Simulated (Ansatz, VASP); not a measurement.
CaO in VASP and in Ansatz

The input POSCAR:

```
CaO
1.0
    0.0000000000      2.4467799602      2.4467799602
    2.4467799602      0.0000000000      2.4467799602
    2.4467799602      2.4467799602      0.0000000000
Ca O
1 1
Direct
    0.0000000000      0.0000000000      0.0000000000
    0.5000000000      0.5000000000      0.5000000000
```

The input INCAR.step1:

```
SYSTEM = CaO
PREC = Accurate ; ENCUT = 520
EDIFF = 1E-5 ; ISMEAR = -1
SIGMA = 0.05 ; LREAL = .False.
LASPH = .True. ; NELM = 60
ALGO = Normal ; ISIF = 2
LWAVE = .True. ; NBANDS = 15
GGA = PE
```

INCAR.step2

```
SYSTEM = CaO
PREC = Accurate ; ENCUT = 520
EDIFF = 1E-6 ; ISMEAR = -1
SIGMA = 0.05 ; LREAL = .False.
LASPH = .True. ; NELM = 60
ALGO = Normal ; ISIF = 2
LWAVE = .False. ; LCHARG = .True.
GGA = PE ; LHFCALC = .True.
HFSCREEN = 0.2079 ; PRECFOCK = Normal
LELF = .True. ; LVHAR = .True.
NBANDS = 15 ; ISTART = 1
```

File KPOINTS:

```
regular mesh
0
Gamma
  4 4 4
  0 0 0
```

Input for Ansatz:

```yaml
crystal:
  lattice:
    - [0.0, 2.446779960226, 2.446779960226]
    - [2.446779960226, 0.0, 2.446779960226]
    - [2.446779960226, 2.446779960226, 0.0]
  atoms:
    - { symbol: Ca, position: [0.0, 0.0, 0.0] }
    - { symbol: O, position: [0.5, 0.5, 0.5] }
kpoints:
  mp_grid: { grid: [4, 4, 4] }
hamiltonian:
  xc: hse06
  pseudopotentials: { kind: paw }
scf:
  occupations: { method: fermi_dirac, width: 0.05 }
  convergence: { dr2_threshold: "1e-10 eV" }
  exx: { energy_threshold: "2e-8 eV" }
output:
  forces: true
  stress: true
  eigenvalues: true
```

Alike in both runs: task single point; functional HSE06; k mesh 4 × 4 × 4; occupations fermi-dirac, width 0.05 eV; no spin polarisation.

|  | VASP | Ansatz |
| --- | --- | --- |
| version | VASP 6.6.1 | Ansatz 0.2.0 development build |
| potentials or method | VASP PAW PBE potentials, release 64 (Ca_sv, O) | plane waves, PAW datasets (generated soft set 1) |
| plane-wave cutoff (eV) | 520 | 420 |
| valence electrons in the cell | 16 | 16 |

Ansatz gave:

- gap on the k mesh at the Fermi level (eV): 5.30

**Question.** Which values does VASP return?

**Answer.** gap on the k mesh at the Fermi level (eV): 5.29.

The k mesh is coarse, so the values compare programs but aren't converged.
